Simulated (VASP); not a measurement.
## Al2O3: single point with PBE+D3(BJ)

The system is Al2O3.

```
Al O
1.0
     2.89590    0.00000    0.00000
    -1.44795    2.50792    0.00000
     0.00000    0.00000    7.07740
Al O
2 3
Direct
  0.00000 0.00000 0.19074
  0.00000 0.00000 0.80926
  0.33333 0.66667 0.28409
  0.66667 0.33333 0.00000
  0.33333 0.66667 0.71591
```

```yaml
Program: VASP 6.6.1
Task: single point
Functional: PBE
Dispersion: D3(BJ)
Potentials_or_basis: VASP PAW PBE potentials, release 64 (Al, O)
Cutoff: 520 eV
k_mesh: 9 × 9 × 4
Occupations: gaussian, width 0.05 eV
Spin: no spin polarisation
Dipole_correction: no
Further_INCAR_settings: ALGO = Normal; EDIFF = 1e-06; NBANDS = 20
```

The pressure is -0.3 GPa and the largest force is 0.611 eV/Å. The band gap on the k mesh is 4.20 eV, indirect (least direct gap 4.30 eV). The dispersion energy per atom is -0.196 eV.

Forces in eV/Å, atoms in the order of the input:
```
Al   0.000  0.000  0.611
Al   0.000  0.000 -0.611
O    0.000  0.000  0.125
O    0.000  0.000  0.000
O    0.000  0.000 -0.125
```

Stress tensor (GPa, compression positive):
```
-4.22  0.00  0.00
 0.00 -4.22  0.00
 0.00  0.00  7.52
```

Levels at points of the mesh, in eV from the valence-band top:
| k point | band 10 | band 11 | band 12 | band 13 | band 14 | band 15 |
| --- | --- | --- | --- | --- | --- | --- |
| (0.00, 0.00, 0.00) | -1.10 | -1.10 | -0.10 | 4.20 | 7.17 | 8.24 |
| (0.00, 0.00, 0.50) | -1.09 | -1.09 | -0.92 | 4.70 | 6.96 | 7.91 |

Wall time 16 s on 1 thread of Intel(R) Xeon(R) 6975P-C (Granite Rapids), with other jobs on the host, peak memory 0.19 GiB.

A k mesh can miss the band edges. A hybrid or GW would open this gap; PBE tends to underestimate it.
